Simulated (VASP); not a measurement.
SiC:

```
CELL_PARAMETERS angstrom
3.09500 0.00000 0.00000
-1.54750 2.68035 0.00000
0.00000 0.00000 15.17000
ATOMIC_POSITIONS crystal
Si 0.66667 0.33333 0.45830
Si 0.33333 0.66667 0.95830
Si 0.66667 0.33333 0.79170
Si 0.33333 0.66667 0.29170
Si 0.00000 0.00000 0.62500
Si 0.00000 0.00000 0.12500
C 0.66667 0.33333 0.33330
C 0.33333 0.66667 0.83330
C 0.66667 0.33333 0.66670
C 0.33333 0.66667 0.16670
C 0.00000 0.00000 0.50000
C 0.00000 0.00000 0.00000
```

```yaml
Program: VASP 6.6.1
Task: relaxation of cell and atoms
Functional: BLYP
Dispersion: D3(BJ)
Potentials_or_basis: VASP PAW PBE potentials, release 64 (Si, C)
Cutoff: 600 eV
k_mesh: 10 × 10 × 2
Occupations: fermi-dirac, width 0.05 eV
Spin: no spin polarisation
```

At the start: pressure -4.5 GPa; volume 10.49 Å³/atom.

How do energy, volume and symmetry change on relaxing?

Over 7 steps the energy falls by 3.3 meV/atom and the volume is 10.26 Å³/atom (-2.1 %); space group P6_3mc (No. 186, to 0.1 Å) before and after.

The path:
```tsv
step	energy change (eV)	largest force (eV/Å)	pressure (GPa)	volume (Å³)
1	0.0000	0.1420	-4.50	125.85
2	-0.0013	0.1222	4.75	120.56
3	-0.0399	0.0359	-0.01	123.14
4	-0.0398	0.0375	0.08	123.09
5	-0.0400	0.0171	0.10	123.07
6	-0.0400	0.0169	0.10	123.08
7	-0.0400	0.0078	-0.07	123.17
```

Final structure:
```
Si C
1.0
     3.07139    0.00000    0.00000
    -1.53570    2.65990    0.00000
     0.00000    0.00000   15.07677
Si C
6 6
Direct
  0.66667 0.33333 0.45827
  0.33333 0.66667 0.95827
  0.66667 0.33333 0.79181
  0.33333 0.66667 0.29181
  0.00000 0.00000 0.62506
  0.00000 0.00000 0.12506
  0.66667 0.33333 0.33331
  0.33333 0.66667 0.83331
  0.66667 0.33333 0.66687
  0.33333 0.66667 0.16687
  0.00000 0.00000 0.49968
  0.00000 0.00000 0.99968
```

Caveat: the PAW data sets were made with another functional, which shifts forces and pressure a little.
